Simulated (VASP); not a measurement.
Runs of VASP 6.6.1 on Ag. The structure is that of space group Fm-3m (No. 225), or close to it. The cells are those of the table. 

```csv
cell,gap on the mesh (eV),pressure (GPa)
"a = 3.000, b = 3.000, c = 2.889 Å, angles 61.2, 61.2, 57.6°, 1 atom",none,-8.6
"a = 3.018, b = 3.018, c = 2.889 Å, angles 61.4, 61.4, 57.2°, 1 atom",none,-9.2
"a = 2.926, b = 2.926, c = 2.889 Å, angles 60.4, 60.4, 59.2°, 1 atom",none,(a)
"a = 2.962, b = 2.962, c = 2.889 Å, angles 60.8, 60.8, 58.4°, 1 atom",none,-7.1
"a = 2.853, b = 2.853, c = 2.889 Å, angles 59.6, 59.6, 60.8°, 1 atom",none,(b)
```

Alike in all rows: task single point; level PBEsol; potentials or basis VASP PAW PBE potentials, release 64 (Ag); no spin polarisation; k mesh 20 × 20 × 20; cutoff (eV) 520; smearing gaussian 0.15 eV.

Problem. Fill in the values left out.

Solution. (a) -5.2; (b) 0.0.

Caveats: the PAW data sets were made with another functional, which shifts forces and pressure a little.

A k mesh can miss the band edges, and the runs leave out spin-orbit coupling on Ag.

A gap of «none» marks levels without a gap at the run's occupations.
